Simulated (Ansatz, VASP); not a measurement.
Pb in VASP and in Ansatz

INCAR

```
SYSTEM = Pb
ALGO = Normal
EDIFF = 1E-7
ENCUT = 520
GGA = PE
ISIF = 2
ISMEAR = 0
LASPH = .TRUE.
LCHARG = .TRUE.
LELF = .TRUE.
LREAL = .FALSE.
LVHAR = .TRUE.
LWAVE = .FALSE.
NBANDS = 13
NELM = 100
PREC = Accurate
SIGMA = 0.022
```

KPOINTS

```
k-points
0
G
  9 9 9
  0 0 0
```

POSCAR

```
Pb
1.0
    0.0000000000      2.4750200000      2.4750200000
    2.4750200000      0.0000000000      2.4750200000
    2.4750200000      2.4750200000      0.0000000000
Pb
1
Direct
    0.0000000000      0.0000000000      0.0000000000
```

The input input.yaml:

```yaml
crystal:
  lattice:
    - [0.0, 2.47502, 2.47502]
    - [2.47502, 0.0, 2.47502]
    - [2.47502, 2.47502, 0.0]
  atoms:
    - { symbol: Pb, position: [0.0, 0.0, 0.0] }
kpoints:
  mp_grid: { grid: [9, 9, 9] }
scf:
  occupations: { method: gaussian, width: 0.022 }
hamiltonian:
  xc: pbe
  pseudopotentials: { kind: all_electron, lapw: { basis_error: 0.001 } }
output:
  forces: true
  stress: true
  eigenvalues: true
```

Alike in both runs: task single point; functional PBE; k mesh 9 × 9 × 9; occupations gaussian, width 0.022 eV; no spin polarisation.

|  | VASP | Ansatz |
| --- | --- | --- |
| version | VASP 6.6.1 | Ansatz 0.2.0 |
| potentials or method | VASP PAW PBE potentials, release 64 (Pb_d), cutoff 520 eV | all-electron LAPW, scalar-relativistic |

```tsv
	VASP	Ansatz	Ansatz less VASP
gap on the k mesh at the Fermi level (eV)	none	none	-
pressure (GPa)	2.2	2.3	+0.08
```

A gap of «none» marks a metal or a gap that the smearing closes. Ansatz ran all-electron here, and VASP with PAW potentials.

Spin-orbit coupling is off throughout.
